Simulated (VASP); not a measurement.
# ZnSn2O8 (a cell with a defect): single point with PBE

System: ZnSn2O8 (a cell with a defect).

```xyz
11
Lattice="0.0000 4.8272 -3.2382 0.0000 -4.8272 -3.2382 -4.8272 0.0000 3.2382" Properties=species:S:1:pos:R:3 pbc="T T T"
Zn   -2.4136   -2.4136   -1.2061
Sn    0.0000    0.0000   -0.0827
Sn   -0.0001   -0.0001   -3.3396
O    -3.8550   -0.9721   -1.6510
O    -3.8879   -0.9393    1.5114
O    -0.9721    0.9721   -4.8891
O    -0.9393    0.9393   -1.7268
O    -3.3575    1.4697    0.1764
O    -3.4143   -3.4143    0.1187
O    -1.4698   -1.4698   -3.0618
O    -1.4128   -1.4128    0.1186
```

```yaml
Program: VASP 6.6.1
Task: single point
Functional: PBE
Potentials_or_basis: VASP PAW PBE potentials, release 64 (Zn, Sn_d, O)
Cutoff: 520 eV
k_mesh: 3 × 3 × 3
Occupations: gaussian, width 0.02 eV
Spin: no spin polarisation
```

- Pressure: -2.8 GPa
- Largest force: 1.638 eV/Å
- Band gap on the k mesh: zero (bands 44 and 45 overlap by 0.18 eV)

Forces on the atoms (eV/Å):
```
Zn   0.000  0.000 -1.638
Sn   0.000  0.000  0.165
Sn   0.000  0.000  0.029
O   -0.082  0.082 -0.014
O    0.000  0.000  0.061
O    0.082 -0.082 -0.014
O    0.000  0.000  0.061
O    0.073  0.073  0.642
O    0.265  0.265  0.033
O   -0.073 -0.073  0.642
O   -0.265 -0.265  0.033
```

Stress tensor (GPa, compression positive):
```
-2.59  1.47  0.00
 1.47 -2.59  0.00
 0.00  0.00 -3.10
```

Levels at points of the mesh, in eV from the Fermi level:
| k point | band 42 | band 43 | band 44 | band 45 | band 46 | band 47 |
| --- | --- | --- | --- | --- | --- | --- |
| (0.00, 0.00, 0.00) | -0.16 | -0.14 | 0.04 | 0.17 | 0.25 | 0.42 |

Run time: 6.4 min on 1 thread of Intel Xeon 8259CL (shared host), peak memory 0.36 GiB.

Caveat: the k points lie up to 0.45 Å⁻¹ apart; spin-orbit coupling is left out, which moves the levels of the heavy elements.
